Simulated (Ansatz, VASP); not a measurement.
AlAs: VASP beside Ansatz

```
Al As
1.0
     0.00000    2.83723    2.83723
     2.83723    0.00000    2.83723
     2.83723    2.83723    0.00000
Al As
1 1
Cartesian
  0.0000 0.0000 0.0000
  1.4186 1.4186 1.4186
```

Alike in both runs: functional PBEsol; k mesh 8 × 8 × 8; occupations gaussian, width 0.02 eV; no spin polarisation.

Ansatz relaxed the structure, and its values are those at the end. VASP's run is a single point on that final structure, the one shown.

|  | VASP | Ansatz |
| --- | --- | --- |
| version | VASP 6.6.1 | Ansatz 0.2.0 |
| potentials or method | VASP PAW PBE potentials, release 64 (Al, As), cutoff 500 eV | scalar-relativistic, plane waves, PAW |
| valence electrons in the cell | 8 | 18 |

Ansatz gave:

| Property | Result |
| --- | --- |
| gap on the k mesh at the Fermi level (eV) | 1.34 |
| least direct gap on the mesh (eV) | 1.91 |
| pressure (GPa) | 0.0 |

Question: Estimate VASP's values.

Answer: gap on the k mesh at the Fermi level (eV): 1.33; least direct gap on the mesh (eV): 1.92; pressure (GPa): 0.3.

VASP's potentials were made for PBE, not for PBEsol, and Ansatz warns of the same on its side. VASP's potentials hold 8 valence electrons a cell and Ansatz's 18, so a difference there can come from the potentials and not from the codes.
